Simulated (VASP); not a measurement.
# Mn2As2H in VASP: a series of runs

Aim: see how the results for Mn2As2H move with the level of theory and the settings. Levels: PBE, PBE+U. Tasks: single point, relaxation of cell and atoms.

Program: VASP 6.6.1. These are calculated values, not measurements. Logs are shortened: lines on timing, memory, paths and dates and some standing lists are left out, and cuts for length are marked.

## (1) The cell of the first run

Symmetry: P-3m1, No. 164, trigonal system. The conventional cell has a = 3.388 Å, b = 3.388 Å, c = 6.991 Å, α = 90.00°, β = 90.00°, γ = 120.00°. Within 3.2 Å of As (site symmetry 3m) lie 4 Mn at 2.43 to 2.55 Å and 3 H at 2.46 Å. Within 3.0 Å of Mn (site symmetry 3m) lie 3 Mn at 2.25 Å and 4 As at 2.43 to 2.55 Å. Within 3.6 Å of H (site symmetry -3m) lie 6 As at 2.46 Å and 6 H at 3.39 Å and 6 Mn at 3.53 Å.

## (2) Single point, PBE

INCAR

```
  PREC = Accurate
  ENCUT = 520
  EDIFF = 1E-7
  ISMEAR = -1
  SIGMA = 0.1255
  LREAL = F
  LASPH = T
  NELM = 60
  ALGO = Normal
  ISIF = 2
  LWAVE = F
  LCHARG = T
  GGA = PE
  LELF = T
  LVHAR = T
  NBANDS = 26
```

KPOINTS

```
Automatic mesh
0
Gamma
  5 5 3
```

POSCAR

```
Mn2As2H
1.0
    1.6938854777      2.9338957096      0.0000000000
   -1.6938854777      2.9338957096      0.0000000000
    0.0000000000      0.0000000000      6.9906956609
As Mn H
2 2 1
Direct
    0.3333333333      0.3333333333      0.2145808132
    0.6666666667      0.6666666667      0.7854191868
    0.3333333333      0.3333333333      0.5793166776
    0.6666666667      0.6666666667      0.4206833224
    0.0000000000      0.0000000000      0.0000000000
```

Potentials or basis: VASP PAW PBE potentials, release 64 (As, Mn_pv, H).

Run with:

```bash
cat potpaw_PBE.64/As/POTCAR potpaw_PBE.64/Mn_pv/POTCAR potpaw_PBE.64/H/POTCAR > POTCAR
mpirun -np 1 vasp_std > vasp.out
```

OUTCAR:

```text
PREC = Accurate
   ENCUT = 520
   EDIFF = 1E-7
   ISMEAR = -1
   LREAL = F
   LASPH = T
   NELM = 60
   ISIF = 2
   GGA = PE

 ion  position               nearest neighbor table
   1  0.333  0.333  0.215-   4 2.43   4 2.43   4 2.43   3 2.55
   2  0.667  0.667  0.785-   3 2.43   3 2.43   3 2.43   4 2.55
   3  0.333  0.333  0.579-   4 2.25   4 2.25   4 2.25   2 2.43   2 2.43   2 2.43   1 2.55
   4  0.667  0.667  0.421-   3 2.25   3 2.25   3 2.25   1 2.43   1 2.43   1 2.43   2 2.55
   5  0.000  0.000  0.000-

  LATTYP: Found a hexagonal cell.
 ALAT       =     3.3877709554
 C/A-ratio  =     2.0635089423

  Lattice vectors:

 A1 = (   1.6938854777,  -2.9338957096,   0.0000000000)
 A2 = (   1.6938854777,   2.9338957096,   0.0000000000)
 A3 = (   0.0000000000,   0.0000000000,   6.9906956609)

Analysis of symmetry for initial positions (statically):
=====================================================================
 Subroutine PRICEL returns:
 Original cell was already a primitive cell.

 Routine SETGRP: Setting up the symmetry group for a
 hexagonal supercell.

 Subroutine GETGRP returns: Found 12 space group operations
 (whereof 12 operations were pure point group operations)
 out of a pool of 24 trial point group operations.

The static configuration has the point symmetry D_3d.

Analysis of symmetry for dynamics (positions and initial velocities):
=====================================================================
 Subroutine PRICEL returns:
 Original cell was already a primitive cell.

 Routine SETGRP: Setting up the symmetry group for a
 hexagonal supercell.

 Subroutine GETGRP returns: Found 12 space group operations
 (whereof 12 operations were pure point group operations)
 out of a pool of 24 trial point group operations.

The dynamic configuration has the point symmetry D_3d.

 Subroutine INISYM returns: Found 12 space group operations
 (whereof 12 operations are pure point group operations),
 and found     1 'primitive' translations

----------------------------------------------------------------------------------------

                                     Primitive cell

  volume of cell :      69.4831

  direct lattice vectors                    reciprocal lattice vectors
     1.693885478  2.933895710  0.000000000     0.295179342  0.170421872  0.000000000
    -1.693885478  2.933895710  0.000000000    -0.295179342  0.170421872  0.000000000
     0.000000000  0.000000000  6.990695661     0.000000000  0.000000000  0.143047280

  length of vectors
     3.387770955  3.387770955  6.990695661     0.340843745  0.340843745  0.143047280

  position of ions in fractional coordinates (direct lattice)
     0.333333333  0.333333333  0.214580813
     0.666666667  0.666666667  0.785419187
     0.333333333  0.333333333  0.579316678
     0.666666667  0.666666667  0.420683322
     0.000000000  0.000000000  0.000000000

  ion indices of the primitive-cell ions
   primitive index   ion index
                 1           1
                 2           2
                 3           3
                 4           4
                 5           5

----------------------------------------------------------------------------------------

 KPOINTS: Automatic mesh

Automatic generation of k-mesh.
 Grid dimensions read from file:
 generate k-points for:    5    5    3

 Generating k-lattice:

  Cartesian coordinates                     Fractional coordinates (reciprocal lattice)
     0.059035868  0.034084374  0.000000000     0.200000000 -0.000000000  0.000000000
    -0.059035868  0.034084374  0.000000000    -0.000000000  0.200000000  0.000000000
     0.000000000  0.000000000  0.047682427     0.000000000  0.000000000  0.333333333

  Length of vectors
     0.068168749  0.068168749  0.047682427

  Shift w.r.t. Gamma in fractional coordinates (k-lattice)
     0.000000000  0.000000000  0.000000000

 Subroutine IBZKPT returns following result:
 ===========================================

 Found     12 irreducible k-points:

 Following reciprocal coordinates:
            Coordinates               Weight
  0.000000  0.000000  0.000000      1.000000
  0.200000  0.000000  0.000000      6.000000
  0.400000  0.000000  0.000000      6.000000
  0.400000  0.200000  0.000000      6.000000
 -0.400000  0.200000  0.000000      6.000000
  0.000000  0.000000  0.333333      2.000000
  0.200000  0.000000  0.333333      6.000000
  0.200000  0.200000  0.333333      6.000000
  0.400000  0.000000  0.333333      6.000000
  0.400000  0.400000  0.333333      6.000000
  0.400000  0.200000  0.333333     12.000000
 -0.400000  0.200000  0.333333     12.000000
   k-points           NKPTS =     12   k-points in BZ     NKDIM =     12   number of bands    NBANDS=     26
   number of dos      NEDOS =    301   number of ions     NIONS =      5
   total plane-waves  NPLWV =  42336
   dimension x,y,z NGX =    28 NGY =   28 NGZ =   54
   dimension x,y,z NGXF=    56 NGYF=   56 NGZF=  108
   ions per type =               2   2   1
   NGX,Y,Z   is equivalent  to a cutoff of  13.74, 13.74, 12.84 a.u.
   NGXF,Y,Z  is equivalent  to a cutoff of  27.48, 27.48, 25.68 a.u.
 SYSTEM =  unknown system
   PREC   = accura    normal or accurate (medium, high low for compatibility)
   ISTART =      0    job   : 0-new  1-cont  2-samecut
   ICHARG =      2    charge: 1-file 2-atom 10-const
   ISPIN  =      1    spin polarized calculation?
   LNONCOLLINEAR =      F non collinear calculations
   LSORBIT =      F    spin-orbit coupling
   LASPH  =      T    aspherical Exc in radial PAW
   ENCUT  =  520.0 eV  38.22 Ry    6.18 a.u.   6.30  6.30 13.00*2*pi/ulx,y,z
   NELM   =     60;   NELMIN=  2; NELMDL= -5     # of ELM steps
   EDIFF  = 0.1E-06   stopping-criterion for ELM
   LREAL  =      F    real-space projection
   EDIFFG = 0.1E-05   stopping-criterion for IOM
   NSW    =      0    number of steps for IOM
   IBRION =     -1    ionic relax: 0-MD 1-quasi-New 2-CG
   NFREE  =      0    steps in history (QN), initial steepest desc. (CG)
   ISIF   =      2    stress and relaxation
   ISYM   =      2    0-nonsym 1-usesym 2-fastsym
   POTIM  = 0.5000    time-step for ionic-motion
   TEBEG  =    0.0;   TEEND  =   0.0 temperature during run
   PSTRESS=    0.0 pullay stress
   NELECT =      37.0000    total number of electrons
   NUPDOWN=      -1.0000    fix difference up-down
   EMIN   =  10.00;   EMAX   =-10.00  energy-range for DOS
   EFERMI =   0.00;   METHOD = LEGACY
   ISMEAR =    -1;   SIGMA  =   0.13  broadening in eV -4-tet -1-fermi 0-gaus
   EFERMI_NEDOS =   21; number of points for ismear=-14 and -15
   IALGO  =     38    algorithm
   IMIX   =      4    mixing-type and parameters
     AMIX     =   0.40;   BMIX     =  1.00
     AMIX_MAG =   1.60;   BMIX_MAG =  1.00
  volume/ion in A,a.u.               =      13.90        93.78
  Fermi-wavevector in a.u.,A,eV,Ry     =   1.326933  2.507540 23.956479  1.760752
  Thomas-Fermi vector in A             =   2.456283
   LORBIT       =      0    0 simple, 1 ext, 2 COOP (PROOUT), +10 PAW based schemes
   GGA     = PE    functional components
   LHFCALC =     F    Hartree Fock is set to
   AEXX    =    0.0000 exact exchange contribution
   IVDW    =     0    specifies the selected vdW correction
   LEPSILON=     F    determine dielectric tensor
   LRPA    =     F    only Hartree local field effects (RPA)
 non-spin polarized calculation
  energy-cutoff  :      520.00
  volume of cell :       69.48
 maximum number of plane-waves:      1886
 NGX is ok and might be reduce to    28
   NGX = 13   NGY = 13   NGZ = 25

 number of electron      37.0000006 magnetization

 Free energy of the ion-electron system (eV)
  ---------------------------------------------------
  ext. energy  EPLUGINS =         0.00000000
  ---------------------------------------------------
  free energy    TOTEN  =       -28.69002904 eV

  energy without entropy =      -28.50431681  energy(sigma->0) =      -28.59717292

 E-fermi :   6.0673     XC(G=0): -11.2154

 val. band max:        5.9975786285   @ k =   0.4000   0.0000   0.3333
 cond. band min:       6.1061740260   @ k =   0.4000   0.2000   0.0000
 fundamental gap:      0.1085953974
 Fermi energy:         6.0672552896

 k-point     1 :       0.0000    0.0000    0.0000
  band No.  band energies     occupation
      1     -42.1235      2.00000
      2     -42.1235      2.00000
      3     -41.9200      2.00000
      4     -41.7082      2.00000
      5     -41.6847      2.00000
      6     -41.6847      2.00000
[... 18 lines left out ...]
     25       9.9583      0.00000
     26      11.7750      0.00000

 k-point     2 :       0.2000    0.0000    0.0000
  band No.  band energies     occupation
      1     -42.1478      2.00000
      2     -42.1452      2.00000
      3     -41.9720      2.00000
      4     -41.6822      2.00000
      5     -41.6662      2.00000
      6     -41.6455      2.00000
[... 18 lines left out ...]
     25       9.8273      0.00000
     26      11.2756      0.00000

 k-point     3 :       0.4000    0.0000    0.0000
  band No.  band energies     occupation
      1     -42.1787      2.00000
      2     -42.1773      2.00000
      3     -42.0416      2.00000
      4     -41.6493      2.00000
      5     -41.6394      2.00000
      6     -41.5961      2.00000
[... 18 lines left out ...]
     25       9.7092      0.00000
     26      11.7214      0.00000

 k-point     4 :       0.4000    0.2000    0.0000
  band No.  band energies     occupation
      1     -42.1856      2.00000
      2     -42.1563      2.00000
      3     -42.0333      2.00000
      4     -41.6572      2.00000
      5     -41.6288      2.00000
      6     -41.6167      2.00000
[... 18 lines left out ...]
     25       9.1261      0.00000
     26      11.3024      0.00000
[... 148 lines left out ...]
      1     -42.1787      2.00000
      2     -42.1773      2.00000
      3     -42.0416      2.00000
      4     -41.6493      2.00000
      5     -41.6394      2.00000
      6     -41.5961      2.00000
[... 18 lines left out ...]
     25       9.1821      0.00000
     26      11.8881      0.00000

 k-point    11 :       0.4000    0.2000    0.3333
  band No.  band energies     occupation
      1     -42.1856      2.00000
      2     -42.1563      2.00000
      3     -42.0333      2.00000
      4     -41.6572      2.00000
      5     -41.6288      2.00000
      6     -41.6167      2.00000
[... 18 lines left out ...]
     25      10.1293      0.00000
     26      11.8234      0.00000

 k-point    12 :      -0.4000    0.2000    0.3333
  band No.  band energies     occupation
      1     -42.2115      2.00000
      2     -42.1460      2.00000
      3     -42.0801      2.00000
      4     -41.6292      2.00000
      5     -41.6247      2.00000
      6     -41.5983      2.00000
[... 18 lines left out ...]
     25       9.6561      0.00000
     26      11.4111      0.00000

------------------------ aborting loop because EDIFF is reached ----------------------------------------

  FORCE on cell =-STRESS in cart. coord.  units (eV):
  Direction    XX          YY          ZZ          XY          YZ          ZX
  --------------------------------------------------------------------------------------
  -------------------------------------------------------------------------------------
  Total        0.0561679      0.0561679      0.1082039     -0.0000000     -0.0000000      0.0000000
  in kB        1.2951491      1.2951491      2.4950227     -0.0000000     -0.0000000      0.0000000
  external PRESSURE =       1.6951069 kB  Pullay stress =       0.0000000 kB

 VOLUME and BASIS-vectors are now :
 -----------------------------------------------------------------------------
  energy-cutoff  :      520.00
  volume of cell :       69.48
      direct lattice vectors                 reciprocal lattice vectors
     1.693885478  2.933895710  0.000000000     0.295179342  0.170421872  0.000000000
    -1.693885478  2.933895710  0.000000000    -0.295179342  0.170421872  0.000000000
     0.000000000  0.000000000  6.990695661     0.000000000  0.000000000  0.143047280

 POSITION                                       TOTAL-FORCE (eV/Angst)
 -----------------------------------------------------------------------------------
      0.00000      1.95593      1.50007        -0.000000      0.000000     -0.022094
      0.00000      3.91186      5.49063        -0.000000      0.000000      0.022094
      0.00000      1.95593      4.04983         0.000000      0.000000      0.038387
      0.00000      3.91186      2.94087         0.000000     -0.000000     -0.038387
      0.00000      0.00000      0.00000        -0.000000      0.000000      0.000000
 -----------------------------------------------------------------------------------
    total drift:                               -0.000000      0.000000     -0.000000

  FREE ENERGIE OF THE ION-ELECTRON SYSTEM (eV)
  ---------------------------------------------------
  free  energy   TOTEN  =       -28.6900290425 eV

  energy  without entropy=      -28.5043168073  energy(sigma->0) =      -28.59717292
```

It took 78 s on 1 thread of AMD EPYC 7R43 (Zen 3), shared host; peak memory 0.15 GiB.

What came out:

| Item | Value |
| --- | --- |
| Free energy | -28.6900 eV |
| Pressure | 0.2 GPa |
| Largest force | 0.038 eV/Å |
| Band gap on the k mesh | zero (an odd number of electrons rules out a gap without spin polarisation) |

Forces in eV/Å, atoms in the order of the input:
```
As   0.000  0.000 -0.022
As   0.000  0.000  0.022
Mn   0.000  0.000  0.038
Mn   0.000  0.000 -0.038
H    0.000  0.000  0.000
```

Levels at points of the mesh, in eV from the Fermi level:
| k point | band 14 | band 15 | band 16 | band 17 | band 18 | band 19 | band 20 | band 21 | band 22 | band 23 |
| --- | --- | --- | --- | --- | --- | --- | --- | --- | --- | --- |
| (0.00, 0.00, 0.00) | -2.49 | -1.04 | -0.27 | -0.27 | 0.76 | 0.76 | 1.75 | 2.06 | 3.68 | 3.68 |

Caveat: the k points lie up to 0.43 Å⁻¹ apart, too coarse for converged energies and pressures of a metal; the run has no spin polarisation, though such a crystal can be magnetic. Spin polarisation is off, so any magnetic state and its effect on volume and gap are missing.

## (3) Single point, PBE

INCAR

```
SYSTEM = Mn2As2H
  PREC = Accurate
  ENCUT = 520
  EDIFF = 1E-7
  ISMEAR = -1
  SIGMA = 0.1255
  LREAL = .FALSE.
  LASPH = .TRUE.
  NELM = 60
  ALGO = Normal
  ISIF = 2
  LWAVE = .FALSE.
  LCHARG = .TRUE.
  GGA = PE
  LELF = .TRUE.
  LVHAR = .TRUE.
  NBANDS = 26
```

KPOINTS

```
Automatic mesh
0
G
  5 5 3
  0 0 0
```

POSCAR

```
Mn2As2H
1.0
    1.6938866286      2.9338977031      0.0000000000
   -1.6938866286      2.9338977031      0.0000000000
    0.0000000000      0.0000000000      6.9907048587
As Mn H
2 2 1
Direct
    0.3333333333      0.3333333333      0.2145812610
    0.6666666667      0.6666666667      0.7854187390
    0.3333333333      0.3333333333      0.5793165928
    0.6666666667      0.6666666667      0.4206834072
    0.0000000000      0.0000000000      0.0000000000
```

Potentials or basis: VASP PAW PBE potentials, release 64 (As, Mn_pv, H).

Run with:

```bash
cat potpaw_PBE.64/As/POTCAR potpaw_PBE.64/Mn_pv/POTCAR potpaw_PBE.64/H/POTCAR > POTCAR
mpirun -np 1 vasp_std > vasp.out
```

Run time: 72 s. Hardware: 1 thread of AMD EPYC 7R43 (Zen 3), shared host; peak memory 0.15 GiB.

The run converged. Its results:

```
Free energy            : -28.6900 eV
Pressure               : 0.2 GPa
Largest force          : 0.038 eV/Å
Band gap on the k mesh : zero (an odd number of electrons rules out a gap without spin polarisation)
```

Forces on the atoms (eV/Å):
```
As   0.000  0.000 -0.022
As   0.000  0.000  0.022
Mn   0.000  0.000  0.038
Mn   0.000  0.000 -0.038
H    0.000  0.000  0.000
```

Stress tensor (GPa, compression positive):
```
0.13 0.00 0.00
0.00 0.13 0.00
0.00 0.00 0.25
```

Levels at points of the mesh, in eV from the Fermi level:
```tsv
k point	band 14	band 15	band 16	band 17	band 18	band 19	band 20	band 21	band 22	band 23
(0.00, 0.00, 0.00)	-2.49	-1.04	-0.27	-0.27	0.76	0.76	1.75	2.06	3.68	3.68
```

Caveat: the k points lie up to 0.43 Å⁻¹ apart, too coarse for converged energies and pressures of a metal; the run has no spin polarisation, though such a crystal can be magnetic. Spin polarisation is off, so any magnetic state and its effect on volume and gap are missing.

(Continued in part 2 of 4.)
